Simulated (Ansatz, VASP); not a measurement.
## One calculation of W, two programs

```
CELL_PARAMETERS angstrom
0.00000 1.88113 2.25735
1.88113 0.00000 2.25735
1.88113 1.88113 0.00000
ATOMIC_POSITIONS crystal
W 0.00000 0.00000 0.00000
```

Alike in both runs: task single point; functional PBEsol; k mesh 28 × 28 × 28; occupations gaussian, width 0.15 eV; no spin polarisation.

```csv
,VASP,Ansatz
version,VASP 6.6.1,Ansatz 0.2.0
potentials or method,"VASP PAW PBE potentials, release 64 (W_sv), cutoff 520 eV","scalar-relativistic, plane waves, PAW"
valence electrons in the cell,14,14
```

```tsv
	VASP	Ansatz	Ansatz less VASP
gap on the k mesh at the Fermi level (eV)	none	none	-
pressure (GPa)	1.8	1.1	-0.69
traceless stress, the component that is largest in VASP (GPa)	-0.51	-0.28	+0.232
```

VASP's potentials were made for PBE, not for PBEsol. A gap of «none» marks a metal or a gap that the smearing closes.

Spin-orbit coupling is off throughout.
